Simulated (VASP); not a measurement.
Here is a VASP 6.6.1 calculation.

Contents of INCAR:

```
ALGO = Normal
EDIFF = 1E-6
EDIFFG = -0.005
ENCUT = 600
GGA = PS
IBRION = 2
ISIF = 3
ISMEAR = -1
LASPH = T
LCHARG = F
LREAL = F
LWAVE = F
NELM = 100
NSW = 80
PREC = Accurate
PSTRESS = 200.0
SIGMA = 0.05
```

The input KPOINTS:

```
k-points
0
Gamma
  11 11 11
```

Contents of POSCAR:

```
NbP
1.0
   -1.6749232544      1.6749232544      5.7401081759
    1.6749232544     -1.6749232544      5.7401081759
    1.6749232544      1.6749232544     -5.7401081759
Nb P
2 2
Direct
    0.2498808000      0.7498808000      0.5000000000
    0.4998808000      0.4998808000      0.0000000000
    0.8327477700      0.3327477700      0.5000000000
    0.0827477700      0.0827477700      0.0000000000
```

Potentials or basis: VASP PAW PBE potentials, release 64 (Nb_sv, P).

Launch:

```console
$ cat potpaw_PBE.64/Nb_sv/POTCAR potpaw_PBE.64/P/POTCAR > POTCAR
$ mpirun -np 1 vasp_std > vasp.out
```

**Question.** Estimate the relaxed volume.

**Answer.** 14.29 Å³/atom.

**Question.** Predict the band gap on the k mesh.

**Answer.** Zero (bands 18 and 19 overlap by 0.02 eV).

**Question.** Estimate the space group after relaxing (to 0.1 Å).

**Answer.** I4_1md (No. 109).

Final structure:
```
CELL_PARAMETERS angstrom
-1.62315 1.62315 5.42512
1.62315 -1.62315 5.42512
1.62315 1.62315 -5.42512
ATOMIC_POSITIONS crystal
Nb 0.25088 0.75088 0.50000
Nb 0.50088 0.50088 0.00000
P 0.83175 0.33175 0.50000
P 0.08175 0.08175 0.00000
```

Caveat: the cell is relaxed towards a set pressure, so the run minimises the enthalpy, not the energy; the PAW data sets were made with another functional, which shifts forces and pressure a little.
